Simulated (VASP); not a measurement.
# V (Im-3m) in VASP: notebook, part 2 of 2

VASP 6.6.1.

### 4 Single point, LDA

INCAR

```
PREC = Accurate ; ENCUT = 520
EDIFF = 1E-6 ; ISMEAR = -1
SIGMA = 0.1 ; LREAL = False
LASPH = True ; NELM = 80
ALGO = Normal ; ISIF = 2
LWAVE = False ; LCHARG = True
GGA = CA ; LELF = True
LVHAR = True ; NBANDS = 12
```

KPOINTS

```
Automatic mesh
0
Gamma
  15 15 15
```

POSCAR

```
V
1.0
   -1.4636513663      1.4636513663      1.4636513663
    1.4636513663     -1.4636513663      1.4636513663
    1.4636513663      1.4636513663     -1.4636513663
V
1
Direct
    0.0000000000      0.0000000000      0.0000000000
```

Potentials or basis: VASP PAW LDA potentials, release 64 (V_sv).

Started as:

```
$ cat potpaw_LDA.64/V_sv/POTCAR > POTCAR
$ mpirun -np 1 vasp_std > vasp.out
```

OUTCAR:

```text
PREC = Accurate
   ENCUT = 520
   EDIFF = 1E-6
   ISMEAR = -1
   LREAL = False
   LASPH = True
   NELM = 80
   ISIF = 2
   GGA = CA

 ion  position               nearest neighbor table
   1  0.000  0.000  0.000-

  LATTYP: Found a body centered cubic cell.
 ALAT       =     2.9273027326

  Lattice vectors:

 A1 = (  -1.4636513663,   1.4636513663,   1.4636513663)
 A2 = (   1.4636513663,  -1.4636513663,   1.4636513663)
 A3 = (   1.4636513663,   1.4636513663,  -1.4636513663)

Analysis of symmetry for initial positions (statically):
=====================================================================
 Subroutine PRICEL returns:
 Original cell was already a primitive cell.

 Routine SETGRP: Setting up the symmetry group for a
 body centered cubic supercell.

 Subroutine GETGRP returns: Found 48 space group operations
 (whereof 48 operations were pure point group operations)
 out of a pool of 48 trial point group operations.

The static configuration has the point symmetry O_h .

Analysis of symmetry for dynamics (positions and initial velocities):
=====================================================================
 Subroutine PRICEL returns:
 Original cell was already a primitive cell.

 Routine SETGRP: Setting up the symmetry group for a
 body centered cubic supercell.

 Subroutine GETGRP returns: Found 48 space group operations
 (whereof 48 operations were pure point group operations)
 out of a pool of 48 trial point group operations.

The dynamic configuration has the point symmetry O_h .

 Subroutine INISYM returns: Found 48 space group operations
 (whereof 48 operations are pure point group operations),
 and found     1 'primitive' translations

----------------------------------------------------------------------------------------

                                     Primitive cell
[... 112 lines left out ...]
  Thomas-Fermi vector in A             =   2.744646
   LORBIT       =      0    0 simple, 1 ext, 2 COOP (PROOUT), +10 PAW based schemes
   GGA     = CA    functional components
   LHFCALC =     F    Hartree Fock is set to
   AEXX    =    0.0000 exact exchange contribution
   IVDW    =     0    specifies the selected vdW correction
   LEPSILON=     F    determine dielectric tensor
   LRPA    =     F    only Hartree local field effects (RPA)
 non-spin polarized calculation
  energy-cutoff  :      520.00
  volume of cell :       12.54
 maximum number of plane-waves:       366
   NGX =  9   NGY =  9   NGZ =  9

 number of electron      13.0000011 magnetization

 Free energy of the ion-electron system (eV)
  ---------------------------------------------------
  ext. energy  EPLUGINS =         0.00000000
  ---------------------------------------------------
  free energy    TOTEN  =        -9.97712181 eV

  energy without entropy =       -9.92630594  energy(sigma->0) =       -9.95171388

 E-fermi :  10.4298     XC(G=0): -13.6230

 val. band max:       10.4252339392   @ k =   0.4000   0.2000   0.0000
 cond. band min:      10.4339982342   @ k =  -0.3333   0.3333   0.0667
 fundamental gap:      0.0087642950
 Fermi energy:        10.4297739070

 k-point     1 :       0.0000    0.0000    0.0000
  band No.  band energies     occupation
      1     -52.4802      2.00000
      2     -26.0491      2.00000
      3     -26.0491      2.00000
      4     -26.0491      2.00000
      5       3.7523      2.00000
      6      10.8050      0.04586
      7      10.8050      0.04586
      8      10.8050      0.04586
      9      12.9877      0.00000
     10      12.9877      0.00000
     11      31.5006      0.00000
     12      31.5006      0.00000
[... 331 lines left out ...]
 k-point    24 :       0.4000    0.2000    0.0000
  band No.  band energies     occupation
      1     -52.1831      2.00000
      2     -27.0637      2.00000
      3     -26.5747      2.00000
      4     -26.1652      2.00000
      5       7.9136      2.00000
      6       9.2006      1.99999
      7      10.4252      1.02270
      8      12.9514      0.00000
      9      13.6656      0.00000
     10      17.4212      0.00000
     11      21.3431      0.00000
     12      24.6645      0.00000

 [... further k-points ...]

------------------------ aborting loop because EDIFF is reached ----------------------------------------

  FORCE on cell =-STRESS in cart. coord.  units (eV):
  Direction    XX          YY          ZZ          XY          YZ          ZX
  --------------------------------------------------------------------------------------
  -------------------------------------------------------------------------------------
  Total        0.0397499      0.0397499      0.0397499      0.0000000     -0.0000000      0.0000000
  in kB        5.0777730      5.0777730      5.0777730      0.0000000     -0.0000000      0.0000000
  external PRESSURE =       5.0777730 kB  Pullay stress =       0.0000000 kB

 VOLUME and BASIS-vectors are now :
 -----------------------------------------------------------------------------
  energy-cutoff  :      520.00
  volume of cell :       12.54
      direct lattice vectors                 reciprocal lattice vectors
    -1.463651366  1.463651366  1.463651366     0.000000000  0.341611405  0.341611405
     1.463651366 -1.463651366  1.463651366     0.341611405  0.000000000  0.341611405
     1.463651366  1.463651366 -1.463651366     0.341611405  0.341611405  0.000000000

 POSITION                                       TOTAL-FORCE (eV/Angst)
 -----------------------------------------------------------------------------------
      0.00000      0.00000      0.00000        -0.000000      0.000000      0.000000
 -----------------------------------------------------------------------------------
    total drift:                                0.000000     -0.000000      0.000000

  FREE ENERGIE OF THE ION-ELECTRON SYSTEM (eV)
  ---------------------------------------------------
  free  energy   TOTEN  =        -9.9771218147 eV

  energy  without entropy=       -9.9263059407  energy(sigma->0) =       -9.95171388
```

OSZICAR:

```text
N       E                     dE             d eps       ncg     rms          rms(c)
DAV:   1     0.892278512747E+02    0.89228E+02   -0.70345E+03  2888   0.120E+03
DAV:   2    -0.998845397994E+01   -0.99216E+02   -0.96184E+02  2960   0.331E+02
DAV:   3    -0.112788232237E+02   -0.12904E+01   -0.12874E+01  3204   0.441E+01
DAV:   4    -0.112852384674E+02   -0.64152E-02   -0.64151E-02  3136   0.329E+00
DAV:   5    -0.112853153498E+02   -0.76882E-04   -0.76881E-04  3132   0.339E-01    0.205E+01
DAV:   6    -0.100136116616E+02    0.12717E+01   -0.27825E+00  2984   0.281E+01    0.250E+00
DAV:   7    -0.998747382452E+01    0.26138E-01   -0.26927E-02  3012   0.208E+00    0.131E+00
DAV:   8    -0.997707518478E+01    0.10399E-01   -0.60371E-03  3056   0.121E+00    0.610E-02
DAV:   9    -0.997711027925E+01   -0.35094E-04   -0.90839E-05  2960   0.134E-01    0.502E-02
DAV:  10    -0.997712185599E+01   -0.11577E-04   -0.40193E-06  3064   0.253E-02    0.168E-03
DAV:  11    -0.997712181474E+01    0.41252E-07   -0.27888E-07  1540   0.904E-03
   1 F= -.99771218E+01 E0= -.99517139E+01  d E =-.508159E-01
```

It took 8.5 s on 1 thread of AMD EPYC 9R45 (Zen 5), shared host; peak memory 0.1 GiB.

What came out:

```
Free energy : -9.9771 eV
Pressure    : 0.5 GPa
```

### 5 Relaxation of cell and atoms, LDA

This run uses another cell than the first one, of 13.83 Å³/atom, 1.102 times its volume.

INCAR

```
ALGO     = Normal         # electronic algorithm
EDIFF    = 1E-7           # SCF threshold, eV
EDIFFG   = -0.01          # ionic threshold
ENCUT    = 600            # plane-wave cutoff, eV
GGA      = CA             # functional
IBRION   = 2              # ionic algorithm
ISIF     = 3              # what is computed and relaxed
ISMEAR   = -1             # smearing method
LASPH    = T              # aspherical terms in the spheres
LCHARG   = F              # write CHGCAR
LREAL    = F              # projectors in reciprocal space
LWAVE    = F              # write WAVECAR
NELM     = 60             # most SCF steps
NSW      = 80             # ionic steps
PREC     = Accurate       # precision mode
SIGMA    = 0.1            # smearing width, eV
```

KPOINTS

```
k-points
0
Gamma
  15 15 15
```

POSCAR

```
V
1.0
   -1.5120000000      1.5120000000      1.5120000000
    1.5120000000     -1.5120000000      1.5120000000
    1.5120000000      1.5120000000     -1.5120000000
V
1
Direct
    0.0000000000      0.0000000000      0.0000000000
```

Started as:

```
$ cat potpaw_LDA.64/V_sv/POTCAR > POTCAR
$ mpirun -np 1 vasp_std > vasp.out
```

Run time: 30 s. Hardware: 1 thread of AMD EPYC 9R45 (Zen 5), shared host; peak memory 0.12 GiB.

The run converged. Its results:

| Property | Result |
| --- | --- |
| Free energy | -9.9783 eV |
| Relaxed volume | 12.57 Å³/atom |
| Relaxed cell | a = 2.537 Å, b = 2.537 Å, c = 2.537 Å, α = 109.47°, β = 109.47°, γ = 109.47° |
| Space group after relaxing (to 0.05 Å) | Im-3m (No. 229) |
| Energy gained by relaxing | 70.3 meV/atom |
| Ionic steps | 4 |
| Pressure after relaxing | -0.1 GPa |

Step by step:
| step | energy change (eV) | largest force (eV/Å) | pressure (GPa) | volume (Å³) |
| --- | --- | --- | --- | --- |
| 1 | 0.0000 | 0.0000 | -16.61 | 13.83 |
| 2 | 0.0570 | 0.0000 | 31.68 | 11.15 |
| 3 | -0.0702 | 0.0000 | -0.59 | 12.61 |
| 4 | -0.0703 | 0.0000 | -0.05 | 12.57 |

Final structure:
```
V
1.0
    -1.46490    1.46490    1.46490
     1.46490   -1.46490    1.46490
     1.46490    1.46490   -1.46490
V
1
Direct
  0.00000 0.00000 0.00000
```

Levels at points of the mesh, in eV from the Fermi level:
| k point | band 3 | band 4 | band 5 | band 6 | band 7 | band 8 | band 9 | band 10 |
| --- | --- | --- | --- | --- | --- | --- | --- | --- |
| (0.00, 0.00, 0.00) | -36.49 | -36.49 | -6.67 | 0.37 | 0.37 | 0.37 | 2.55 | 2.55 |

LDA usually gives volumes a few per cent too small. Zero-point motion and thermal expansion aren't in these numbers.

### 6 Single point, LDA (volume scaled by 0.88)

INCAR

```
SYSTEM = V
PREC     = Accurate       ! precision mode
ENCUT    = 520            ! plane-wave cutoff, eV
EDIFF    = 1E-7           ! SCF threshold, eV
ISMEAR   = -1             ! smearing method
SIGMA    = 0.1            ! smearing width, eV
LREAL    = .False.        ! projectors in reciprocal space
LASPH    = .True.         ! aspherical terms in the spheres
NELM     = 60             ! most SCF steps
ALGO     = Normal         ! electronic algorithm
ISIF     = 2              ! what is computed and relaxed
LWAVE    = .False.        ! write WAVECAR
LCHARG   = .False.        ! write CHGCAR
NBANDS   = 12             ! bands
```

KPOINTS

```
Automatic mesh
0
Gamma
  25 25 25
  0 0 0
```

POSCAR

```
V
1.0
   -1.4025936441      1.4025936441      1.4025936441
    1.4025936441     -1.4025936441      1.4025936441
    1.4025936441      1.4025936441     -1.4025936441
V
1
Direct
    0.0000000000      0.0000000000      0.0000000000
```

Potentials or basis: VASP PAW LDA potentials, release 64 (V_sv).

Started as:

```
$ cat potpaw_LDA.64/V_sv/POTCAR > POTCAR
$ mpirun -np 1 vasp_std > vasp.out
```

Wall time 20 s (1 thread of AMD EPYC 9R45 (Zen 5), shared host); peak memory 0.13 GiB.

The run converged. Its results:

```yaml
Free_energy: -9.8245 eV
Pressure: 34.8 GPa
```

Levels at points of the mesh, in eV from the Fermi level:
| k point | band 3 | band 4 | band 5 | band 6 | band 7 | band 8 | band 9 | band 10 | band 11 | band 12 |
| --- | --- | --- | --- | --- | --- | --- | --- | --- | --- | --- |
| (0.00, 0.00, 0.00) | -36.08 | -36.08 | -6.84 | 0.36 | 0.36 | 0.36 | 2.92 | 2.92 | 22.05 | 22.05 |

Caveat: the cell differs from its parent crystal (volume scaled by 0.88).

### 7 The runs side by side

```csv
task,cell,k mesh,cutoff (eV),smearing,gap on the mesh (eV),pressure (GPa)
single point,"a = 2.535 Å, angles 109.5°, 1 atom",15 × 15 × 15,520,fermi-dirac 0.2 eV,none,1.5
single point,"a = 2.535 Å, angles 109.5°, 1 atom",15 × 15 × 15,520,fermi-dirac 0.3 eV,none,3.0
single point,"a = 2.535 Å, angles 109.5°, 1 atom",15 × 15 × 15,520,fermi-dirac 0.1 eV,none,0.5
relaxation of cell and atoms,"relaxed from a = 2.619 Å, angles 109.5°, 1 atom",15 × 15 × 15,600,fermi-dirac 0.1 eV,none,-0.1
single point,"a = 2.429 Å, angles 109.5°, 1 atom",25 × 25 × 25,520,fermi-dirac 0.1 eV,none,34.8
```

Alike in all rows: level LDA; potentials or basis VASP PAW LDA potentials, release 64 (V_sv); no spin polarisation.

Every run on the cell as given and a fine mesh finds a metal.

Total energies depend on the potentials used, so only differences within one code and one set of settings carry meaning.
